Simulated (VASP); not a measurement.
## ZnCd3Te4: relaxation of the atoms with PBE

Crystal: ZnCd3Te4.

```xyz
8
Lattice="6.5718 0.0000 0.0000 0.0000 6.5718 0.0000 0.0000 0.0000 6.5718" Properties=species:S:1:pos:R:3 pbc="T T T"
Zn    0.0000    0.0000    0.0000
Cd    0.0000    3.2859    3.2859
Cd    3.2859    0.0000    3.2859
Cd    3.2859    3.2859    0.0000
Te    4.9968    4.9968    1.5751
Te    4.9968    1.5751    4.9968
Te    1.5751    4.9968    4.9968
Te    1.5751    1.5751    1.5751
```

| Property | Result |
| --- | --- |
| Program | VASP 6.6.1 |
| Task | relaxation of the atoms |
| Functional | PBE |
| Potentials or basis | VASP PAW PBE potentials, release 64 (Zn, Cd, Te) |
| Cutoff | 450 eV |
| k mesh | 4 × 4 × 4 |
| Occupations | gaussian, width 0.02 eV |
| Spin | no spin polarisation |
| Dipole correction | no |
| Further INCAR settings | ALGO = Normal; EDIFF = 1e-07; IBRION = 2; EDIFFG = -0.01; NSW = 50 |

* Pressure after relaxing: -1.0 GPa
* Largest force after relaxing: 0.004 eV/Å
* Band gap on the k mesh: 0.57 eV

Forces in eV/Å, atoms in the order of the input:
```
Zn   0.000  0.000  0.000
Cd   0.000  0.000  0.000
Cd   0.000  0.000  0.000
Cd   0.000  0.000  0.000
Te  -0.002 -0.002  0.002
Te  -0.002  0.002 -0.002
Te   0.002 -0.002 -0.002
Te   0.002  0.002  0.002
```

Final structure:
```yaml
crystal:
  lattice:
    - [6.57183, 0.00000, 0.00000]
    - [0.00000, 6.57183, 0.00000]
    - [0.00000, 0.00000, 6.57183]
  atoms:
    - { symbol: Zn, position: [0.00000, 0.00000, 0.00000] }
    - { symbol: Cd, position: [0.00000, 0.50000, 0.50000] }
    - { symbol: Cd, position: [0.50000, 0.00000, 0.50000] }
    - { symbol: Cd, position: [0.50000, 0.50000, 0.00000] }
    - { symbol: Te, position: [0.76033, 0.76033, 0.23967] }
    - { symbol: Te, position: [0.76033, 0.23967, 0.76033] }
    - { symbol: Te, position: [0.23967, 0.76033, 0.76033] }
    - { symbol: Te, position: [0.23967, 0.23967, 0.23967] }
```

Levels at points of the mesh, in eV from the valence-band top:
```
           k point  band 34  band 35  band 36  band 37  band 38  band 39
(0.00, 0.00, 0.00)     0.00     0.00     0.00     0.57     2.47     2.47
(0.50, 0.00, 0.00)    -1.04    -0.83    -0.83     2.62     2.91     3.35
(0.50, 0.50, 0.00)    -0.78    -0.75    -0.49     2.75     2.92     3.11
(0.50, 0.50, 0.50)    -0.63    -0.55    -0.55     1.59     1.74     1.74
```

It took 2.5 min on 1 thread of Oxide Virtual Turin-like Processor, with other jobs on the host, peak memory 0.35 GiB.

Caveat: the relaxation stopped at its first step, so nothing moved; semilocal functionals underestimate gaps, and a narrow one can read as zero; spin-orbit coupling is left out, which moves the levels of the heavy elements.
